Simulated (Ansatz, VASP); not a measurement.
**One calculation of InSb, two programs**

Contents of POSCAR:

```
InSb
1.0
    0.0000000000      3.1408535989      3.1408535989
    3.1408535989      0.0000000000      3.1408535989
    3.1408535989      3.1408535989      0.0000000000
In Sb
1 1
Direct
    0.0000000000      0.0000000000      0.0000000000
    0.2500000000      0.2500000000      0.2500000000
```

Contents of INCAR.step1:

```
SYSTEM = InSb
PREC     = Accurate       ! precision mode
ENCUT    = 520            ! plane-wave cutoff, eV
ISMEAR   = -1             ! smearing method
SIGMA    = 0.1            ! smearing width, eV
LREAL    = .FALSE.        ! projectors in reciprocal space
LASPH    = .TRUE.         ! aspherical terms in the spheres
NELM     = 60             ! most SCF steps
NBANDS   = 16             ! bands
GGA      = PE             ! functional
ALGO     = Normal         ! electronic algorithm
EDIFF    = 1E-4           ! SCF threshold, eV
LWAVE    = .TRUE.         ! write WAVECAR
LCHARG   = .FALSE.        ! write CHGCAR
```

The input INCAR.step2:

```
SYSTEM = InSb
PREC     = Accurate       ! precision mode
ENCUT    = 520            ! plane-wave cutoff, eV
EDIFF    = 1E-6           ! SCF threshold, eV
ISMEAR   = -1             ! smearing method
SIGMA    = 0.1            ! smearing width, eV
LREAL    = .FALSE.        ! projectors in reciprocal space
LASPH    = .TRUE.         ! aspherical terms in the spheres
NELM     = 60             ! most SCF steps
ALGO     = Normal         ! electronic algorithm
ISIF     = 2              ! what is computed and relaxed
LWAVE    = .FALSE.        ! write WAVECAR
LCHARG   = .FALSE.        ! write CHGCAR
METAGGA  = R2SCAN         ! meta-GGA
LMIXTAU  = .TRUE.       
NBANDS   = 16             ! bands
ISTART   = 1
```

KPOINTS

```
Automatic mesh
0
G
  11 11 11
  0 0 0
```

Input for Ansatz:

```yaml
crystal:
  lattice:
    - [0.0, 3.1408535989, 3.1408535989]
    - [3.1408535989, 0.0, 3.1408535989]
    - [3.1408535989, 3.1408535989, 0.0]
  atoms:
    - { symbol: In, position: [0.0, 0.0, 0.0] }
    - { symbol: Sb, position: [0.25, 0.25, 0.25] }
kpoints:
  mp_grid: { grid: [11, 11, 11] }
scf:
  occupations: { method: fermi_dirac, width: 0.1 }
hamiltonian:
  xc: r2scan
  pseudopotentials: { kind: paw }
output:
  forces: true
  stress: true
  eigenvalues: true
  populations: true
```

Change from the starting cell: volume scaled by 0.88, PAW files.

Alike in both runs: task single point; functional r2SCAN; k mesh 11 × 11 × 11; occupations fermi-dirac, width 0.1 eV; no spin polarisation.

|  | VASP | Ansatz |
| --- | --- | --- |
| version | VASP 6.6.1 | Ansatz 0.2.0 |
| potentials or method | VASP PAW PBE potentials, release 64 (In_d, Sb) | PAW with Ansatz's default frozen-core files, scalar-relativistic |
| plane-wave cutoff (eV) | 520 | 500 |
| valence electrons in the cell | 18 | 28 |

|  | VASP | Ansatz | Ansatz less VASP |
| --- | --- | --- | --- |
| pressure (GPa) | 7.6 | 7.6 | 0.00 |

VASP's potentials were made for PBE, not for r2SCAN. VASP's potentials hold 18 valence electrons a cell and Ansatz's 28, so a difference there can come from the potentials and not from the codes.

Neither program's run includes spin-orbit coupling.
